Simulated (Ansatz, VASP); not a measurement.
**Two plane-wave programs on Mg4Au**

The input INCAR:

```
PREC = Accurate ; ENCUT = 520
EDIFF = 1E-7 ; ISMEAR = 0
SIGMA = 0.2 ; LREAL = False
LASPH = True ; NELM = 60
ALGO = Fast ; ISIF = 2
LWAVE = False ; LCHARG = True
GGA = PE ; LELF = True
LVHAR = True ; NBANDS = 30
```

The input KPOINTS:

```
regular mesh
0
Gamma
  6 4 4
```

The input POSCAR:

```
Mg4Au
1.0
    0.0000000000      0.0000000000     -4.5999000026
   -2.2878739219     -5.3815575419      0.0000000000
   -6.8636217658      5.3815575419      0.0000000000
Mg Au
8 2
Direct
    0.5000000000      0.2850536046      0.5716487985
    0.5000000000      0.7850536046      0.0716487985
    0.0000000000      0.5318957251      0.8227014250
    0.0000000000      0.0318957251      0.3227014250
    0.0000000000      0.9681042749      0.6772985750
    0.0000000000      0.4681042749      0.1772985750
    0.5000000000      0.2149463954      0.9283512015
    0.5000000000      0.7149463954      0.4283512015
    0.0000000000      0.5000000000      0.5000000000
    0.0000000000      0.0000000000      0.0000000000
```

Input for Ansatz:

```yaml
crystal:
  lattice:
    - [0.0, 0.0, -4.5999000026]
    - [-2.2878739219, -5.3815575419, 0.0]
    - [-6.8636217658, 5.3815575419, 0.0]
  atoms:
    - { symbol: Mg, position: [0.5, 0.2850536046, 0.5716487985] }
    - { symbol: Mg, position: [0.5, 0.7850536046, 0.0716487985] }
    - { symbol: Mg, position: [0.0, 0.5318957251, 0.822701425] }
    - { symbol: Mg, position: [0.0, 0.0318957251, 0.322701425] }
    - { symbol: Mg, position: [0.0, 0.9681042749, 0.677298575] }
    - { symbol: Mg, position: [0.0, 0.4681042749, 0.177298575] }
    - { symbol: Mg, position: [0.5, 0.2149463954, 0.9283512015] }
    - { symbol: Mg, position: [0.5, 0.7149463954, 0.4283512015] }
    - { symbol: Au, position: [0.0, 0.5, 0.5] }
    - { symbol: Au, position: [0.0, 0.0, 0.0] }
basis:
  ecutwfc: 420
kpoints:
  mp_grid: { grid: [6, 4, 4] }
hamiltonian:
  xc: pbe
scf:
  occupations: { method: gaussian, width: 0.2 }
  lower_state_search: "off"
output:
  forces: true
  stress: true
  eigenvalues: true
```

Alike in both runs: task single point; functional PBE; k mesh 6 × 4 × 4; occupations gaussian, width 0.2 eV; no spin polarisation.

```csv
,VASP,Ansatz
version,VASP 6.6.1,Ansatz 0.2.0
potentials or method,"VASP PAW PBE potentials, release 64 (Mg, Au), cutoff 520 eV","scalar-relativistic, plane waves, PAW"
valence electrons in the cell,38,118
```

|  | VASP | Ansatz | Ansatz less VASP |
| --- | --- | --- | --- |
| gap on the k mesh at the Fermi level (eV) | none | none | - |
| pressure (GPa) | -0.2 | 0.0 | +0.18 |
| traceless stress, the component that is largest in VASP (GPa) | -0.36 | -0.36 | -0.001 |
| rms of the force components (eV/Å) | 0.004 | 0.004 | -0.0004 |

Atom by atom the forces differ by 0.001 eV/Å (rms over components). A gap of «none» marks a metal or a gap that the smearing closes. With one functional, cell and mesh, what is left measures potentials, basis and numerics. VASP's potentials hold 38 valence electrons a cell and Ansatz's 118, so a difference there can come from the potentials and not from the codes.

Neither program's run includes spin-orbit coupling.
